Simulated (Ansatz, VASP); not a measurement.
## One calculation of ScSiS3, two programs

```xyz
5
Lattice="4.3619 0.0000 0.0000 0.0000 4.3619 0.0000 0.0000 0.0000 5.5380" Properties=species:S:1:pos:R:3 pbc="T T T"
Sc    2.1810    2.1810    6.4012
Si    0.0000    0.0000    3.0091
S     0.0000    2.1810    2.2439
S     0.0000    0.0000    5.1443
S     2.1810    0.0000    2.2439
```

Change from the starting cell: species swapped into the RbSeBr3 type (P4mm, No. 99).

Alike in both runs: functional PBE; k mesh 4 × 4 × 4; occupations gaussian, width 0.1 eV; no spin polarisation.

Ansatz relaxed the structure, and its values are those at the end. VASP's run is a single point on that final structure, the one shown.

|  | VASP | Ansatz |
| --- | --- | --- |
| version | VASP 6.6.1 | Ansatz 0.2.0 |
| potentials or method | VASP PAW PBE potentials, release 64 (Sc_sv, Si, S), cutoff 520 eV | scalar-relativistic, plane waves, PAW |
| valence electrons in the cell | 33 | 33 |

Ansatz gave:

| Quantity | Value |
| --- | --- |
| gap on the k mesh at the Fermi level (eV) | none |
| pressure (GPa) | 0.1 |
| rms of the force components (eV/Å) | 0.001 |

Task: Which values does VASP return?

Result: gap on the k mesh at the Fermi level (eV): none; pressure (GPa): 0.1; rms of the force components (eV/Å): 0.018.

A gap of «none» marks a metal or a gap that the smearing closes. With one functional, cell and mesh, what is left measures potentials, basis and numerics.

The k mesh is coarse, so the values compare programs but aren't converged.
